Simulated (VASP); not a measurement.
# MgO (P-6m2) in VASP: further runs

The runs below take MgO through single point, with PBE, RPBE, PBE+D3(BJ).

Everything below comes from runs of VASP 6.6.1. Logs are shortened: lines on timing, memory, paths and dates and some standing lists are left out, and cuts for length are marked.

### 1 The cell of the first run

It takes space group P-6m2 (No. 187, hexagonal). The conventional cell has a = 2.938 Å, b = 2.938 Å, c = 2.680 Å, α = 90.00°, β = 90.00°, γ = 120.00°. Mg (site symmetry -6m2) has 6 O at 2.16 Å and 2 Mg at 2.68 Å within 2.9 Å. O (site symmetry -6m2) has 6 Mg at 2.16 Å and 2 O at 2.68 Å within 2.9 Å.

### 2 Single point, PBE

The input, INCAR:

```
SYSTEM = MgO
PREC = Accurate
ENCUT = 600
EDIFF = 1E-6
ISMEAR = -1
SIGMA = 0.025851999786435532
LREAL = .FALSE.
LASPH = .TRUE.
NELM = 120
ALGO = Normal
ISIF = 2
LWAVE = .FALSE.
LCHARG = .TRUE.
GGA = PE
LELF = .TRUE.
LVHAR = .TRUE.
NBANDS = 11
GGA_COMPAT = .FALSE.
```

The input, KPOINTS:

```
Automatic mesh
0
G
  6 6 6
  0 0 0
```

The input, POSCAR:

```
MgO
1.0
    2.9380209034      0.0000000000      0.0000000000
   -1.4690104517      2.5444007392      0.0000000000
    0.0000000000      0.0000000000      2.6796800000
Mg O
1 1
Direct
    0.0000000000      0.0000000000      0.0000000000
    0.3333333333      0.6666666667      0.5000000000
```

Potentials or basis: VASP PAW PBE potentials, release 64 (Mg, O).

Started as:

```bash
> cat potpaw_PBE.64/Mg/POTCAR potpaw_PBE.64/O/POTCAR > POTCAR
> mpirun -np 1 vasp_std > vasp.out
```

OUTCAR:

```text
SYSTEM = MgO
   PREC = Accurate
   ENCUT = 600
   EDIFF = 1E-6
   ISMEAR = -1
   LREAL = .FALSE.
   LASPH = .TRUE.
   NELM = 120
   ISIF = 2
   GGA = PE

 ion  position               nearest neighbor table
   1  0.000  0.000  0.000-   2 2.16   2 2.16   2 2.16   2 2.16   2 2.16   2 2.16
   2  0.333  0.667  0.500-   1 2.16   1 2.16   1 2.16   1 2.16   1 2.16   1 2.16

  LATTYP: Found a hexagonal cell.
 ALAT       =     2.9380209034
 C/A-ratio  =     0.9120697531

  Lattice vectors:

 A1 = (   2.9380209034,   0.0000000000,   0.0000000000)
 A2 = (  -1.4690104517,   2.5444007392,   0.0000000000)
 A3 = (   0.0000000000,   0.0000000000,   2.6796800000)

Analysis of symmetry for initial positions (statically):
=====================================================================
 Subroutine PRICEL returns:
 Original cell was already a primitive cell.

 Routine SETGRP: Setting up the symmetry group for a
 hexagonal supercell.

 Subroutine GETGRP returns: Found 12 space group operations
 (whereof 12 operations were pure point group operations)
 out of a pool of 24 trial point group operations.

The static configuration has the point symmetry D_3h.

Analysis of symmetry for dynamics (positions and initial velocities):
=====================================================================
 Subroutine PRICEL returns:
 Original cell was already a primitive cell.

 Routine SETGRP: Setting up the symmetry group for a
 hexagonal supercell.

 Subroutine GETGRP returns: Found 12 space group operations
 (whereof 12 operations were pure point group operations)
 out of a pool of 24 trial point group operations.

The dynamic configuration has the point symmetry D_3h.

 Subroutine INISYM returns: Found 12 space group operations
 (whereof 12 operations are pure point group operations),
 and found     1 'primitive' translations

----------------------------------------------------------------------------------------

                                     Primitive cell

  volume of cell :      20.0320

  direct lattice vectors                    reciprocal lattice vectors
     2.938020903  0.000000000  0.000000000     0.340365175  0.196509926  0.000000000
    -1.469010452  2.544400739  0.000000000     0.000000000  0.393019851  0.000000000
     0.000000000  0.000000000  2.679680000     0.000000000  0.000000000  0.373178887

  length of vectors
     2.938020903  2.938020903  2.679680000     0.393019851  0.393019851  0.373178887

  position of ions in fractional coordinates (direct lattice)
     0.000000000  0.000000000  0.000000000
     0.333333333  0.666666667  0.500000000

  ion indices of the primitive-cell ions
   primitive index   ion index
                 1           1
                 2           2

----------------------------------------------------------------------------------------

 KPOINTS: Automatic mesh

Automatic generation of k-mesh.
 Grid dimensions read from file:
 generate k-points for:    6    6    6

 Generating k-lattice:

  Cartesian coordinates                     Fractional coordinates (reciprocal lattice)
     0.056727529  0.032751654  0.000000000     0.166666667 -0.000000000  0.000000000
     0.000000000  0.065503309  0.000000000     0.000000000  0.166666667  0.000000000
     0.000000000  0.000000000  0.062196481     0.000000000  0.000000000  0.166666667

  Length of vectors
     0.065503309  0.065503309  0.062196481

  Shift w.r.t. Gamma in fractional coordinates (k-lattice)
     0.000000000  0.000000000  0.000000000

 Subroutine IBZKPT returns following result:
 ===========================================

 Found     28 irreducible k-points:

 Following reciprocal coordinates:
            Coordinates               Weight
  0.000000  0.000000  0.000000      1.000000
  0.166667  0.000000  0.000000      6.000000
  0.333333  0.000000  0.000000      6.000000
  0.500000 -0.000000  0.000000      3.000000
  0.166667  0.166667  0.000000      6.000000
  0.333333  0.166667  0.000000     12.000000
[... 16 lines left out ...]
  0.166667  0.000000  0.500000      6.000000
  0.333333  0.000000  0.500000      6.000000
 [... further k-points ...]
   k-points           NKPTS =     28   k-points in BZ     NKDIM =     28   number of bands    NBANDS=     11
   number of dos      NEDOS =    301   number of ions     NIONS =      2
   total plane-waves  NPLWV =  13824
   dimension x,y,z NGX =    24 NGY =   24 NGZ =   24
   dimension x,y,z NGXF=    48 NGYF=   48 NGZF=   48
   ions per type =               1   1
   NGX,Y,Z   is equivalent  to a cutoff of  13.58, 13.58, 14.89 a.u.
   NGXF,Y,Z  is equivalent  to a cutoff of  27.16, 27.16, 29.78 a.u.
 SYSTEM =  MgO
   PREC   = accura    normal or accurate (medium, high low for compatibility)
   ISTART =      0    job   : 0-new  1-cont  2-samecut
   ICHARG =      2    charge: 1-file 2-atom 10-const
   ISPIN  =      1    spin polarized calculation?
   LNONCOLLINEAR =      F non collinear calculations
   LSORBIT =      F    spin-orbit coupling
   LASPH  =      T    aspherical Exc in radial PAW
   ENCUT  =  600.0 eV  44.10 Ry    6.64 a.u.   5.87  5.87  5.35*2*pi/ulx,y,z
   NELM   =    120;   NELMIN=  2; NELMDL= -5     # of ELM steps
   EDIFF  = 0.1E-05   stopping-criterion for ELM
   LREAL  =      F    real-space projection
   EDIFFG = 0.1E-04   stopping-criterion for IOM
   NSW    =      0    number of steps for IOM
   IBRION =     -1    ionic relax: 0-MD 1-quasi-New 2-CG
   NFREE  =      0    steps in history (QN), initial steepest desc. (CG)
   ISIF   =      2    stress and relaxation
   ISYM   =      2    0-nonsym 1-usesym 2-fastsym
   POTIM  = 0.5000    time-step for ionic-motion
   TEBEG  =    0.0;   TEEND  =   0.0 temperature during run
   PSTRESS=    0.0 pullay stress
   NELECT =       8.0000    total number of electrons
   NUPDOWN=      -1.0000    fix difference up-down
   EMIN   =  10.00;   EMAX   =-10.00  energy-range for DOS
   EFERMI =   0.00;   METHOD = LEGACY
   ISMEAR =    -1;   SIGMA  =   0.03  broadening in eV -4-tet -1-fermi 0-gaus
   EFERMI_NEDOS =   21; number of points for ismear=-14 and -15
   IALGO  =     38    algorithm
   IMIX   =      4    mixing-type and parameters
     AMIX     =   0.40;   BMIX     =  1.00
     AMIX_MAG =   1.60;   BMIX_MAG =  1.00
  volume/ion in A,a.u.               =      10.02        67.59
  Fermi-wavevector in a.u.,A,eV,Ry     =   1.205583  2.278221 19.775115  1.453430
  Thomas-Fermi vector in A             =   2.341275
   LORBIT       =      0    0 simple, 1 ext, 2 COOP (PROOUT), +10 PAW based schemes
   GGA     = PE    functional components
   LHFCALC =     F    Hartree Fock is set to
   AEXX    =    0.0000 exact exchange contribution
   IVDW    =     0    specifies the selected vdW correction
   LEPSILON=     F    determine dielectric tensor
   LRPA    =     F    only Hartree local field effects (RPA)
 non-spin polarized calculation
  energy-cutoff  :      600.00
  volume of cell :       20.03
 maximum number of plane-waves:       684
 NGX is ok and might be reduce to    24
   NGX = 11   NGY = 11   NGZ = 11

 number of electron       7.9999996 magnetization

 Free energy of the ion-electron system (eV)
  ---------------------------------------------------
  ext. energy  EPLUGINS =         0.00000000
  ---------------------------------------------------
  free energy    TOTEN  =       -11.23193768 eV

  energy without entropy =      -11.23193768  energy(sigma->0) =      -11.23193768

 E-fermi :   3.8441     XC(G=0): -10.7329

 val. band max:        3.3047276391   @ k =   0.3333   0.3333   0.0000
 cond. band min:       6.3027410245   @ k =   0.0000   0.0000   0.0000
 fundamental gap:      2.9980133855
 Fermi energy:         3.8440676344

 k-point     1 :       0.0000    0.0000    0.0000
  band No.  band energies     occupation
      1     -14.1280      2.00000
      2       2.7023      2.00000
      3       2.7023      2.00000
      4       2.9032      2.00000
      5       6.3027      0.00000
      6      15.1734      0.00000
      7      18.8684      0.00000
      8      18.8684      0.00000
      9      23.1318      0.00000
     10      24.1765      0.00000
     11      25.7952      0.00000

 k-point     2 :       0.1667    0.0000    0.0000
  band No.  band energies     occupation
      1     -13.8958      2.00000
      2       1.2148      2.00000
      3       2.5104      2.00000
      4       2.9875      2.00000
      5       7.7064      0.00000
      6      14.9696      0.00000
      7      17.2630      0.00000
      8      19.5276      0.00000
      9      23.7156      0.00000
     10      24.3721      0.00000
     11      26.3008      0.00000

 k-point     3 :       0.3333    0.0000    0.0000
  band No.  band energies     occupation
      1     -13.3829      2.00000
      2      -0.7493      2.00000
      3       2.1554      2.00000
      4       3.1637      2.00000
      5       9.4140      0.00000
      6      13.7888      0.00000
      7      16.9936      0.00000
      8      20.6620      0.00000
      9      22.7018      0.00000
     10      24.2769      0.00000
     11      28.4275      0.00000

 k-point     4 :       0.5000   -0.0000    0.0000
  band No.  band energies     occupation
      1     -13.0953      2.00000
      2      -1.5734      2.00000
      3       1.9903      2.00000
      4       3.2562      2.00000
      5       9.8987      0.00000
      6      13.8337      0.00000
      7      16.3926      0.00000
      8      21.0968      0.00000
      9      22.1680      0.00000
     10      25.3213      0.00000
     11      28.2575      0.00000

 k-point     5 :       0.1667    0.1667    0.0000
  band No.  band energies     occupation
      1     -13.5197      2.00000
      2      -0.1130      2.00000
      3       1.9065      2.00000
      4       3.1187      2.00000
      5       9.2835      0.00000
      6      14.0704      0.00000
      7      17.1184      0.00000
      8      20.0263      0.00000
      9      23.0637      0.00000
     10      25.1456      0.00000
     11      26.1722      0.00000
[... 211 lines left out ...]
 k-point    21 :       0.3333    0.3333    0.3333
  band No.  band energies     occupation
      1     -12.4398      2.00000
      2       0.4779      2.00000
      3       0.4888      2.00000
      4       0.5555      2.00000
      5      10.3263      0.00000
      6      14.3300      0.00000
      7      17.1781      0.00000
      8      18.4498      0.00000
      9      18.5838      0.00000
     10      24.5753      0.00000
     11      29.4815      0.00000

 k-point    22 :       0.0000    0.0000    0.5000
  band No.  band energies     occupation
      1     -13.0572      2.00000
      2      -2.0421      2.00000
      3       3.2095      2.00000
      4       3.2095      2.00000
      5      11.5805      0.00000
      6      12.3077      0.00000
      7      20.8559      0.00000
      8      20.8559      0.00000
      9      21.8076      0.00000
     10      21.8076      0.00000
     11      25.1201      0.00000

 k-point    23 :       0.1667    0.0000    0.5000
  band No.  band energies     occupation
      1     -12.8927      2.00000
      2      -1.6902      2.00000
      3       2.2353      2.00000
      4       3.0147      2.00000
      5      11.5151      0.00000
      6      12.7643      0.00000
      7      19.4799      0.00000
      8      19.6460      0.00000
      9      19.9418      0.00000
     10      22.7409      0.00000
     11      24.8674      0.00000

 k-point    24 :       0.3333    0.0000    0.5000
  band No.  band energies     occupation
      1     -12.5353      2.00000
      2      -0.8833      2.00000
      3       0.6531      2.00000
      4       2.6507      2.00000
      5       9.9416      0.00000
      6      14.4672      0.00000
      7      17.9206      0.00000
      8      17.9459      0.00000
      9      18.8853      0.00000
     10      24.5766      0.00000
     11      24.9011      0.00000

 [... further k-points ...]

------------------------ aborting loop because EDIFF is reached ----------------------------------------

  FORCE on cell =-STRESS in cart. coord.  units (eV):
  Direction    XX          YY          ZZ          XY          YZ          ZX
  --------------------------------------------------------------------------------------
  -------------------------------------------------------------------------------------
  Total       -0.1071059     -0.1071059     -0.1157595      0.0000000      0.0000000      0.0000000
  in kB       -8.5664414     -8.5664414     -9.2585686      0.0000000      0.0000000      0.0000000
  external PRESSURE =      -8.7971505 kB  Pullay stress =       0.0000000 kB

 VOLUME and BASIS-vectors are now :
 -----------------------------------------------------------------------------
  energy-cutoff  :      600.00
  volume of cell :       20.03
      direct lattice vectors                 reciprocal lattice vectors
     2.938020903  0.000000000  0.000000000     0.340365175  0.196509926  0.000000000
    -1.469010452  2.544400739  0.000000000     0.000000000  0.393019851  0.000000000
     0.000000000  0.000000000  2.679680000     0.000000000  0.000000000  0.373178887

 POSITION                                       TOTAL-FORCE (eV/Angst)
 -----------------------------------------------------------------------------------
      0.00000      0.00000      0.00000         0.000000     -0.000000      0.000000
     -0.00000      1.69627      1.33984        -0.000000      0.000000      0.000000
 -----------------------------------------------------------------------------------
    total drift:                                0.000000     -0.000000     -0.000000

  FREE ENERGIE OF THE ION-ELECTRON SYSTEM (eV)
  ---------------------------------------------------
  free  energy   TOTEN  =       -11.2319376766 eV

  energy  without entropy=      -11.2319376766  energy(sigma->0) =      -11.23193768
```

Run time: 4.5 s. Hardware: 1 thread of Intel Xeon 6975P-C, shared host; peak memory 0.14 GiB.

Results:

| Item | Value |
| --- | --- |
| Free energy | -11.2319 eV |
| Pressure | -0.9 GPa |
| Band gap on the k mesh | 3.00 eV, indirect (least direct gap 3.40 eV) |

### 3 Single point, PBE

The input, INCAR:

```
SYSTEM = MgO
ALGO = Normal
EDIFF = 1E-6
ENCUT = 600
GGA = PE
GGA_COMPAT = .FALSE.
ISIF = 2
ISMEAR = -1
LASPH = .TRUE.
LCHARG = .FALSE.
LREAL = .FALSE.
LWAVE = .FALSE.
NBANDS = 11
NELM = 120
PREC = Accurate
SIGMA = 0.08617333262145177
```

The input, KPOINTS:

```
k-points
0
G
  6 6 6
  0 0 0
```

POSCAR is that of step 2.

Potentials or basis: VASP PAW PBE potentials, release 64 (Mg, O).

Started as:

```bash
> cat potpaw_PBE.64/Mg/POTCAR potpaw_PBE.64/O/POTCAR > POTCAR
> mpirun -np 1 vasp_std > vasp.out
```

Run time: 5.2 s. Hardware: 1 thread of Intel Xeon 6975P-C, shared host; peak memory 0.14 GiB.

Results (log left out):

```yaml
Free_energy: -11.2319 eV
Pressure: -0.9 GPa
Band_gap_on_the_k_mesh: 3.00 eV, indirect (least direct gap 3.40 eV)
```

Levels at points of the mesh, in eV from the valence-band top:
```csv
k point,band 1,band 2,band 3,band 4,band 5,band 6,band 7,band 8
"(0.00, 0.00, 0.00)",-17.43,-0.60,-0.60,-0.40,3.00,11.87,15.56,15.56
"(0.50, 0.00, 0.00)",-16.40,-4.88,-1.31,-0.05,6.59,10.53,13.09,17.79
"(0.00, 0.00, 0.50)",-16.36,-5.35,-0.10,-0.10,8.28,9.00,17.55,17.55
"(0.50, 0.00, 0.50)",-15.64,-3.71,-3.35,-0.82,5.82,11.41,13.96,14.85
```

A k mesh can miss the band edges. A hybrid or GW would open this gap; PBE tends to underestimate it.

### 4 Single point, RPBE

The input, INCAR:

```
SYSTEM = MgO
PREC = Accurate
ENCUT = 600
EDIFF = 1E-6
ISMEAR = 0
SIGMA = 0.1
LREAL = .False.
LASPH = .True.
NELM = 120
ALGO = Normal
ISIF = 2
LWAVE = .False.
LCHARG = .False.
GGA = RP
NELECT = 6.0
NBANDS = 11
GGA_COMPAT = .False.
```

The input, KPOINTS:

```
Automatic mesh
0
Gamma
  6 6 6
  0 0 0
```

The input, POSCAR:

```
MgO
1.0
    2.9380209034      0.0000000000      0.0000000000
   -1.4690104517      2.5444007392      0.0000000000
    0.0000000000      0.0000000000      2.6796800000
Mg O
1 1
Direct
    0.3070000000      0.7920000000      0.6180000000
    0.6403333333      1.4586666667      1.1180000000
```

Started as:

```bash
> cat potpaw_PBE.64/Mg/POTCAR potpaw_PBE.64/O/POTCAR > POTCAR
> mpirun -np 1 vasp_std > vasp.out
```

Run time: 4.5 s. Hardware: 1 thread of Intel Xeon 6975P-C, shared host; peak memory 0.14 GiB.

Results (log left out):

- Free energy: -12.7454 eV

Levels at points of the mesh, in eV from the Fermi level:
```csv
k point,band 1,band 2,band 3,band 4,band 5,band 6
"(0.00, 0.00, 0.00)",-16.09,0.35,0.35,0.49,9.45,18.73
"(0.50, 0.00, 0.00)",-15.53,-1.84,-0.03,0.65,13.75,15.29
"(0.00, 0.00, 0.50)",-15.45,-2.27,0.61,0.61,14.40,14.45
"(0.50, 0.00, 0.50)",-15.05,-1.56,-1.13,0.21,13.97,17.90
```

Caveat: the k points lie up to 0.41 Å⁻¹ apart; the cell carries a net charge on a neutralising background, which shifts energy and pressure; the cell is charged against a uniform background, so pressure and absolute levels hang on convention; the PAW data sets were made with another functional, which shifts forces and pressure a little.

(Part 1 of 2 ends here.)
